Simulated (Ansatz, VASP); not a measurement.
**Two plane-wave programs on Ni**

```xyz
1
Lattice="2.4474 0.0000 0.0000 1.2237 2.1195 0.0000 1.2237 0.7065 1.9983" Properties=species:S:1:pos:R:3 pbc="T T T"
Ni    0.0000    0.0000    0.0000
```

Alike in both runs: functional revPBE; dispersion D3(BJ); k mesh 14 × 14 × 14; collinear spin.

Ansatz relaxed the structure, and its values are those at the end. VASP's run is a single point on that final structure, the one shown.

|  | VASP | Ansatz |
| --- | --- | --- |
| version | VASP 6.6.1 | Ansatz 0.2.0 |
| potentials or method | VASP PAW PBE potentials, release 64 (Ni) | plane waves, PAW |
| plane-wave cutoff (eV) | 520 | 420 |
| occupations | methfessel-paxton of order 1, width 0.1 eV | cold |
| valence electrons in the cell | 10 | 18 |

Ansatz gave:

* pressure (GPa): 0.0
* net moment per atom (μB): 0.58
* size of the moment on the site where the two differ most (μB): 0.62

**Question.** Estimate VASP's values.

**Answer.** Pressure (GPa): -0.1; net moment per atom (μB): 0.57; size of the moment on the site where the two differ most (μB): 0.57.

VASP's potentials were made for PBE, not for revPBE. Site moments also hang on the region over which each program counts them. VASP's potentials hold 10 valence electrons a cell and Ansatz's 18, so a difference there can come from the potentials and not from the codes.
